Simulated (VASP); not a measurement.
# SiO2 (P4_2/mnm) in VASP: notebook

SiO2 is run at these levels: PBE; tasks: single point.

Everything below comes from runs of VASP 6.6.1. Logs are shortened: lines on timing, memory, paths and dates and some standing lists are left out, and cuts for length are marked.

**1. The cell of the first run**

The structure is tetragonal, space group P4_2/mnm (No. 136). Conventional cell: a = 4.067 Å, b = 4.067 Å, c = 2.906 Å, α = 90.00°, β = 90.00°, γ = 90.00°. Within 2.3 Å of Si (site symmetry mmm) lie 6 O at 1.77 to 1.83 Å. Within 2.3 Å of O (site symmetry m2m) lie 3 Si at 1.77 to 1.83 Å and 1 O at 2.22 Å.

**2. Single point, PBE (strain -0.040 along x and y, +0.080 along z)**

File INCAR:

```
ALGO     = Normal         # electronic algorithm
EDIFF    = 1E-6           # SCF threshold, eV
ENCUT    = 520            # plane-wave cutoff, eV
GGA      = PE             # functional
ISIF     = 2              # what is computed and relaxed
ISMEAR   = 0              # smearing method
LASPH    = True           # aspherical terms in the spheres
LCHARG   = False          # write CHGCAR
LREAL    = False          # projectors in reciprocal space
LWAVE    = False          # write WAVECAR
NBANDS   = 25             # bands
NELM     = 80             # most SCF steps
PREC     = Accurate       # precision mode
SIGMA    = 0.05           # smearing width, eV
```

File KPOINTS:

```
k-points
0
Gamma
  6 6 8
```

File POSCAR:

```
SiO2
1.0
    4.0666718729      0.0000000000      0.0000000000
    0.0000000000      4.0666718729      0.0000000000
    0.0000000000      0.0000000000      2.9057163548
Si O
2 4
Direct
    0.5000000000      0.5000000000      0.5000000000
    0.0000000000      0.0000000000      0.0000000000
    0.6930152167      0.6930152167      0.0000000000
    0.1930152167      0.8069847833      0.5000000000
    0.3069847833      0.3069847833      0.0000000000
    0.8069847833      0.1930152167      0.5000000000
```

Potentials or basis: VASP PAW PBE potentials, release 64 (Si, O).

The run is started by

```console
$ cat potpaw_PBE.64/Si/POTCAR potpaw_PBE.64/O/POTCAR > POTCAR
$ mpirun -np 1 vasp_std > vasp.out
```

OUTCAR:

```text
EDIFF = 1E-6
   ENCUT = 520
   GGA = PE
   ISIF = 2
   ISMEAR = 0
   LASPH = True
   LREAL = False
   NELM = 80
   PREC = Accurate

 ion  position               nearest neighbor table
   1  0.500  0.500  0.500-   4 1.77   6 1.77   5 1.83   3 1.83   3 1.83   5 1.83
   2  0.000  0.000  0.000-   3 1.77   5 1.77   4 1.83   6 1.83   4 1.83   6 1.83
   3  0.693  0.693  0.000-   2 1.77   1 1.83   1 1.83
   4  0.193  0.807  0.500-   1 1.77   2 1.83   2 1.83
   5  0.307  0.307  0.000-   2 1.77   1 1.83   1 1.83
   6  0.807  0.193  0.500-   1 1.77   2 1.83   2 1.83

  LATTYP: Found a simple tetragonal cell.
 ALAT       =     4.0666718729
 C/A-ratio  =     0.7145195004

  Lattice vectors:

 A1 = (   4.0666718729,   0.0000000000,   0.0000000000)
 A2 = (   0.0000000000,   4.0666718729,   0.0000000000)
 A3 = (   0.0000000000,   0.0000000000,   2.9057163548)

Analysis of symmetry for initial positions (statically):
=====================================================================
 Subroutine PRICEL returns:
 Original cell was already a primitive cell.

 Routine SETGRP: Setting up the symmetry group for a
 simple tetragonal supercell.

 Subroutine GETGRP returns: Found 16 space group operations
 (whereof  8 operations were pure point group operations)
 out of a pool of 16 trial point group operations.

The static configuration has the point symmetry D_2h.
 The point group associated with its full space group is D_4h.

Analysis of symmetry for dynamics (positions and initial velocities):
=====================================================================
 Subroutine PRICEL returns:
 Original cell was already a primitive cell.

 Routine SETGRP: Setting up the symmetry group for a
 simple tetragonal supercell.

 Subroutine GETGRP returns: Found 16 space group operations
 (whereof  8 operations were pure point group operations)
 out of a pool of 16 trial point group operations.

The dynamic configuration has the point symmetry D_2h.
 The point group associated with its full space group is D_4h.

 Subroutine INISYM returns: Found 16 space group operations
 (whereof  8 operations are pure point group operations),
 and found     1 'primitive' translations

----------------------------------------------------------------------------------------

                                     Primitive cell

  volume of cell :      48.0542

  direct lattice vectors                    reciprocal lattice vectors
     4.066671873  0.000000000  0.000000000     0.245901325  0.000000000  0.000000000
     0.000000000  4.066671873  0.000000000     0.000000000  0.245901325  0.000000000
     0.000000000  0.000000000  2.905716355     0.000000000  0.000000000  0.344149214

  length of vectors
     4.066671873  4.066671873  2.905716355     0.245901325  0.245901325  0.344149214

  position of ions in fractional coordinates (direct lattice)
     0.500000000  0.500000000  0.500000000
     0.000000000  0.000000000  0.000000000
     0.693015217  0.693015217  0.000000000
     0.193015217  0.806984783  0.500000000
     0.306984783  0.306984783  0.000000000
     0.806984783  0.193015217  0.500000000

  ion indices of the primitive-cell ions
   primitive index   ion index
                 1           1
                 2           2
                 3           3
                 4           4
                 5           5
                 6           6

----------------------------------------------------------------------------------------

 KPOINTS: k-points

Automatic generation of k-mesh.
 Grid dimensions read from file:
 generate k-points for:    6    6    8

 Generating k-lattice:

  Cartesian coordinates                     Fractional coordinates (reciprocal lattice)
     0.040983554  0.000000000  0.000000000     0.166666667  0.000000000  0.000000000
     0.000000000  0.040983554  0.000000000     0.000000000  0.166666667  0.000000000
     0.000000000  0.000000000  0.043018652     0.000000000  0.000000000  0.125000000

  Length of vectors
     0.040983554  0.040983554  0.043018652

  Shift w.r.t. Gamma in fractional coordinates (k-lattice)
     0.000000000  0.000000000  0.000000000

 Subroutine IBZKPT returns following result:
 ===========================================

 Found     50 irreducible k-points:

 Following reciprocal coordinates:
            Coordinates               Weight
  0.000000  0.000000  0.000000      1.000000
  0.166667  0.000000  0.000000      4.000000
  0.333333  0.000000  0.000000      4.000000
  0.500000  0.000000  0.000000      2.000000
  0.166667  0.166667  0.000000      4.000000
  0.333333  0.166667  0.000000      8.000000
[... 16 lines left out ...]
  0.333333  0.000000  0.250000      8.000000
  0.500000  0.000000  0.250000      4.000000
 [... further k-points ...]
   k-points           NKPTS =     50   k-points in BZ     NKDIM =     50   number of bands    NBANDS=     25
   number of dos      NEDOS =    301   number of ions     NIONS =      6
[... 64 lines left out ...]

 k-point     1 :       0.0000    0.0000    0.0000
  band No.  band energies     occupation
      1     -14.2320      2.00000
      2     -10.5243      2.00000
      3     -10.5243      2.00000
      4     -10.2038      2.00000
      5      -2.6989      2.00000
      6       1.5442      2.00000
[... 17 lines left out ...]
     24      22.8220      0.00000
     25      23.5858      0.00000

 k-point     2 :       0.1667    0.0000    0.0000
  band No.  band energies     occupation
      1     -14.0784      2.00000
      2     -11.1422      2.00000
      3     -10.4541      2.00000
      4      -9.9209      2.00000
      5      -2.4322      2.00000
      6       1.4242      2.00000
[... 17 lines left out ...]
     24      22.2099      0.00000
     25      22.9136      0.00000

 k-point     3 :       0.3333    0.0000    0.0000
  band No.  band energies     occupation
      1     -13.6293      2.00000
      2     -12.0492      2.00000
      3     -10.2661      2.00000
      4      -9.8642      2.00000
      5      -1.7511      2.00000
      6       0.2527      2.00000
[... 17 lines left out ...]
     24      21.2532      0.00000
     25      22.0054      0.00000

 k-point     4 :       0.5000    0.0000    0.0000
  band No.  band energies     occupation
      1     -12.9258      2.00000
      2     -12.9258      2.00000
      3     -10.0296      2.00000
      4     -10.0296      2.00000
      5      -0.8307      2.00000
      6      -0.8307      2.00000
[... 17 lines left out ...]
     24      20.0023      0.00000
     25      22.8549      0.00000

 k-point     5 :       0.1667    0.1667    0.0000
  band No.  band energies     occupation
      1     -13.9284      2.00000
      2     -11.3131      2.00000
      3     -10.6386      2.00000
      4      -9.8464      2.00000
      5      -2.1576      2.00000
      6       1.1432      2.00000
[... 17 lines left out ...]
     24      22.1149      0.00000
     25      22.6762      0.00000

 k-point     6 :       0.3333    0.1667    0.0000
  band No.  band energies     occupation
      1     -13.4924      2.00000
      2     -12.0061      2.00000
      3     -10.5291      2.00000
      4      -9.9485      2.00000
      5      -1.4731      2.00000
      6       0.3378      2.00000
[... 17 lines left out ...]
     24      21.4071      0.00000
     25      21.9920      0.00000
[... 393 lines left out ...]
 k-point    21 :       0.0000    0.0000    0.2500
  band No.  band energies     occupation
      1     -13.5674      2.00000
      2     -10.5284      2.00000
      3     -10.2929      2.00000
      4     -10.2929      2.00000
      5      -2.5898      2.00000
      6       1.1237      2.00000
[... 17 lines left out ...]
     24      22.1328      0.00000
     25      22.1493      0.00000

 k-point    22 :       0.1667    0.0000    0.2500
  band No.  band energies     occupation
      1     -13.4268      2.00000
      2     -10.9464      2.00000
      3     -10.2582      2.00000
      4     -10.1282      2.00000
      5      -2.2869      2.00000
      6       0.7313      2.00000
[... 17 lines left out ...]
     24      21.5455      0.00000
     25      22.0755      0.00000

 k-point    23 :       0.3333    0.0000    0.2500
  band No.  band energies     occupation
      1     -13.0199      2.00000
      2     -11.6532      2.00000
      3     -10.1731      2.00000
      4     -10.0549      2.00000
      5      -1.4913      2.00000
      6       0.2666      2.00000
[... 17 lines left out ...]
     24      20.4777      0.00000
     25      21.5971      0.00000

 k-point    24 :       0.5000    0.0000    0.2500
  band No.  band energies     occupation
      1     -12.3965      2.00000
      2     -12.3965      2.00000
      3     -10.0864      2.00000
      4     -10.0864      2.00000
      5      -0.4258      2.00000
      6      -0.4258      2.00000
[... 17 lines left out ...]
     24      20.0822      0.00000
     25      21.5208      0.00000

 [... further k-points ...]
[... 5 lines left out ...]
  --------------------------------------------------------------------------------------
  -------------------------------------------------------------------------------------
  Total        4.0320983      4.0320983     -9.2599875      0.0000000      0.0000000      0.0000000
  in kB      134.4343369    134.4343369   -308.7375847      0.0000000      0.0000000      0.0000000
  external PRESSURE =     -13.2896370 kB  Pullay stress =       0.0000000 kB

 VOLUME and BASIS-vectors are now :
 -----------------------------------------------------------------------------
  energy-cutoff  :      520.00
  volume of cell :       48.05
      direct lattice vectors                 reciprocal lattice vectors
     4.066671873  0.000000000  0.000000000     0.245901325  0.000000000  0.000000000
     0.000000000  4.066671873  0.000000000     0.000000000  0.245901325  0.000000000
     0.000000000  0.000000000  2.905716355     0.000000000  0.000000000  0.344149214

 POSITION                                       TOTAL-FORCE (eV/Angst)
 -----------------------------------------------------------------------------------
      2.03334      2.03334      1.45286         0.000000     -0.000000      0.000000
      0.00000      0.00000      0.00000         0.000000     -0.000000      0.000000
      2.81827      2.81827      0.00000         0.547014      0.547014      0.000000
      0.78493      3.28174      1.45286         0.547014     -0.547014      0.000000
      1.24841      1.24841      0.00000        -0.547014     -0.547014      0.000000
      3.28174      0.78493      1.45286        -0.547014      0.547014      0.000000
 -----------------------------------------------------------------------------------
    total drift:                               -0.000000      0.000000     -0.000000

  FREE ENERGIE OF THE ION-ELECTRON SYSTEM (eV)
  ---------------------------------------------------
  free  energy   TOTEN  =       -45.7759947357 eV

  energy  without entropy=      -45.7759947357  energy(sigma->0) =      -45.77599474
```

Run time: 29 s. Hardware: 1 thread of Intel Xeon 6975P-C (Granite Rapids), shared host; peak memory 0.17 GiB.

Results:

```
Free energy            : -45.7760 eV
Pressure               : -1.3 GPa
Largest force          : 0.774 eV/Å
Band gap on the k mesh : 4.59 eV, direct
```

Forces on the atoms (eV/Å):
```
Si   0.000  0.000  0.000
Si   0.000  0.000  0.000
O    0.547  0.547  0.000
O    0.547 -0.547  0.000
O   -0.547 -0.547  0.000
O   -0.547  0.547  0.000
```

Caveat: the cell differs from its parent crystal (strain -0.040 along x and y, +0.080 along z). A k mesh can miss the band edges.

**3. Single point, PBE (strain +0.040 along x and y, -0.080 along z)**

File INCAR:

```
PREC = Accurate
ENCUT = 520
EDIFF = 1E-6
ISMEAR = 0
SIGMA = 0.05
LREAL = False
LASPH = True
NELM = 100
ALGO = Normal
ISIF = 2
LWAVE = False
LCHARG = False
GGA = PE
NBANDS = 25
```

File KPOINTS:

```
regular mesh
0
Gamma
  6 6 8
```

Changes to POSCAR since step 2:

```diff
@@ -2,5 +2,5 @@
 1.0
-    4.0666718729      0.0000000000      0.0000000000
-    0.0000000000      4.0666718729      0.0000000000
-    0.0000000000      0.0000000000      2.9057163548
+    4.4055611957      0.0000000000      0.0000000000
+    0.0000000000      4.4055611957      0.0000000000
+    0.0000000000      0.0000000000      2.4752398578
 Si O
```

Potentials or basis: VASP PAW PBE potentials, release 64 (Si, O).

The run is started by

```console
$ cat potpaw_PBE.64/Si/POTCAR potpaw_PBE.64/O/POTCAR > POTCAR
$ mpirun -np 1 vasp_std > vasp.out
```

It took 27 s on 1 thread of Intel Xeon 6975P-C (Granite Rapids), shared host; peak memory 0.17 GiB.

Results (log left out):

| Property | Result |
| --- | --- |
| Free energy | -45.5415 eV |
| Pressure | 11.1 GPa |
| Largest force | 0.829 eV/Å |
| Band gap on the k mesh | 5.33 eV, direct |

Forces in eV/Å, atoms in the order of the input:
```
Si   0.000  0.000  0.000
Si   0.000  0.000  0.000
O   -0.586 -0.586  0.000
O   -0.586  0.586  0.000
O    0.586  0.586  0.000
O    0.586 -0.586  0.000
```

Stress tensor (GPa, compression positive):
```
-10.62   0.00   0.00
  0.00 -10.62   0.00
  0.00   0.00  54.67
```

Levels at points of the mesh, in eV from the valence-band top:
| k point | band 13 | band 14 | band 15 | band 16 | band 17 | band 18 | band 19 | band 20 |
| --- | --- | --- | --- | --- | --- | --- | --- | --- |
| (0.00, 0.00, 0.00) | -1.60 | -0.91 | -0.91 | 0.00 | 5.33 | 8.90 | 9.73 | 9.73 |
| (0.50, 0.00, 0.00) | -1.76 | -1.76 | -1.14 | -1.14 | 7.88 | 7.88 | 10.34 | 10.34 |
| (0.50, 0.50, 0.00) | -2.22 | -2.22 | -2.12 | -2.12 | 8.07 | 8.07 | 10.90 | 10.90 |
| (0.00, 0.00, 0.50) | -2.39 | -2.39 | -2.33 | -2.33 | 8.59 | 8.59 | 11.42 | 11.42 |
| (0.50, 0.00, 0.50) | -2.21 | -2.21 | -1.48 | -1.48 | 8.37 | 8.37 | 8.67 | 8.67 |
| (0.50, 0.50, 0.50) | -1.79 | -1.79 | -1.30 | -1.30 | 6.62 | 6.62 | 10.44 | 10.44 |

Caveat: the cell differs from its parent crystal (strain +0.040 along x and y, -0.080 along z).

**4. Single point, PBE (strain +0.000 along x and y, +0.040 along z)**

File INCAR:

```
SYSTEM = SiO2
  PREC = Accurate
  ENCUT = 520
  EDIFF = 1E-6
  ISMEAR = 0
  SIGMA = 0.05
  LREAL = .FALSE.
  LASPH = .TRUE.
  NELM = 100
  ALGO = Normal
  ISIF = 2
  LWAVE = .FALSE.
  LCHARG = .FALSE.
  GGA = PE
  NBANDS = 25
```

File KPOINTS:

```
regular mesh
0
G
  6 6 8
  0 0 0
```

Changes to POSCAR since step 3:

```diff
@@ -2,5 +2,5 @@
 1.0
-    4.4055611957      0.0000000000      0.0000000000
-    0.0000000000      4.4055611957      0.0000000000
-    0.0000000000      0.0000000000      2.4752398578
+    4.2361165343      0.0000000000      0.0000000000
+    0.0000000000      4.2361165343      0.0000000000
+    0.0000000000      0.0000000000      2.7980972306
 Si O
```

The run is started by

```console
$ cat potpaw_PBE.64/Si/POTCAR potpaw_PBE.64/O/POTCAR > POTCAR
$ mpirun -np 1 vasp_std > vasp.out
```

Run time: 24 s. Hardware: 1 thread of Intel Xeon 6975P-C (Granite Rapids), shared host; peak memory 0.18 GiB.

It converged, with:

```
Free energy            : -46.1750 eV
Pressure               : -12.1 GPa
Largest force          : 0.076 eV/Å
Band gap on the k mesh : 4.20 eV, direct
```

Forces in eV/Å, atoms in the order of the input:
```
Si   0.000  0.000  0.000
Si   0.000  0.000  0.000
O    0.054  0.054  0.000
O    0.054 -0.054  0.000
O   -0.054 -0.054  0.000
O   -0.054  0.054  0.000
```

Stress tensor (GPa, compression positive):
```
 -6.44   0.00   0.00
  0.00  -6.44   0.00
  0.00   0.00 -23.54
```

Levels at points of the mesh, in eV from the valence-band top:
```tsv
k point	band 13	band 14	band 15	band 16	band 17	band 18	band 19	band 20
(0.00, 0.00, 0.00)	-2.60	-0.79	-0.79	0.00	4.20	5.87	7.46	7.46
(0.50, 0.00, 0.00)	-2.66	-2.66	-0.96	-0.96	6.49	6.49	8.09	8.09
(0.50, 0.50, 0.00)	-2.55	-2.55	-1.93	-1.93	6.22	6.22	9.00	9.00
(0.00, 0.00, 0.50)	-2.80	-2.80	-2.41	-2.41	8.16	8.16	11.91	11.91
(0.50, 0.00, 0.50)	-2.04	-2.04	-1.56	-1.56	8.05	8.05	9.32	9.32
(0.50, 0.50, 0.50)	-1.57	-1.57	-1.36	-1.36	6.43	6.43	10.53	10.53
```

Caveat: the cell differs from its parent crystal (strain +0.000 along x and y, +0.040 along z). A k mesh can miss the band edges.

**5. Single point, PBE (strain +0.040 along x and y, -0.040 along z)**

File INCAR:

```
PREC = Accurate
ENCUT = 520
EDIFF = 1E-6
ISMEAR = 0
SIGMA = 0.05
LREAL = F
LASPH = T
NELM = 100
ALGO = Normal
ISIF = 2
LWAVE = F
LCHARG = F
GGA = PE
NBANDS = 25
```

File KPOINTS:

```
Automatic mesh
0
Gamma
  6 6 8
```

Changes to POSCAR since step 4:

```diff
@@ -2,5 +2,5 @@
 1.0
-    4.2361165343      0.0000000000      0.0000000000
-    0.0000000000      4.2361165343      0.0000000000
-    0.0000000000      0.0000000000      2.7980972306
+    4.4055611957      0.0000000000      0.0000000000
+    0.0000000000      4.4055611957      0.0000000000
+    0.0000000000      0.0000000000      2.5828589820
 Si O
```

The run is started by

```console
$ cat potpaw_PBE.64/Si/POTCAR potpaw_PBE.64/O/POTCAR > POTCAR
$ mpirun -np 1 vasp_std > vasp.out
```

Wall time 24 s (1 thread of Intel Xeon 6975P-C (Granite Rapids), shared host); peak memory 0.18 GiB.

It converged, with:

| Quantity | Value |
| --- | --- |
| Free energy | -46.0041 eV |
| Pressure | -5.3 GPa |
| Largest force | 0.913 eV/Å |
| Band gap on the k mesh | 4.62 eV, direct |

Forces on the atoms (eV/Å):
```
Si   0.000  0.000  0.000
Si   0.000  0.000  0.000
O   -0.646 -0.646  0.000
O   -0.646  0.646  0.000
O    0.646  0.646  0.000
O    0.646 -0.646  0.000
```

Stress tensor (GPa, compression positive):
```
-16.63   0.00   0.00
  0.00 -16.63   0.00
  0.00   0.00  17.34
```

Levels at points of the mesh, in eV from the valence-band top:
```csv
k point,band 13,band 14,band 15,band 16,band 17,band 18,band 19,band 20
"(0.00, 0.00, 0.00)",-1.98,-0.88,-0.88,0.00,4.62,7.80,8.93,8.93
"(0.50, 0.00, 0.00)",-2.08,-2.08,-1.07,-1.07,7.22,7.22,9.78,9.78
"(0.50, 0.50, 0.00)",-2.25,-2.25,-2.21,-2.21,7.22,7.22,10.38,10.38
"(0.00, 0.00, 0.50)",-2.40,-2.40,-2.36,-2.36,8.04,8.04,11.17,11.17
"(0.50, 0.00, 0.50)",-2.16,-2.16,-1.50,-1.50,7.91,7.91,8.48,8.48
"(0.50, 0.50, 0.50)",-1.73,-1.73,-1.32,-1.32,6.21,6.21,10.14,10.14
```

Caveat: the cell differs from its parent crystal (strain +0.040 along x and y, -0.040 along z). A k mesh can miss the band edges.

**6. Overview**

```csv
cell,gap on the mesh (eV),pressure (GPa),largest force (eV/Å)
"a = 4.067, b = 4.067, c = 2.906 Å, 6 atoms",4.59,-1.3,0.77
"a = 4.406, b = 4.406, c = 2.475 Å, 6 atoms",5.33,11.1,0.83
"a = 4.236, b = 4.236, c = 2.798 Å, 6 atoms",4.20,-12.1,0.08
"a = 4.406, b = 4.406, c = 2.583 Å, 6 atoms",4.62,-5.3,0.91
```

Alike in all rows: task single point; level PBE; potentials or basis VASP PAW PBE potentials, release 64 (Si, O); no spin polarisation; k mesh 6 × 6 × 8; cutoff (eV) 520; smearing gaussian 0.05 eV.

Total energies depend on the potentials used, so only differences within one code and one set of settings carry meaning.
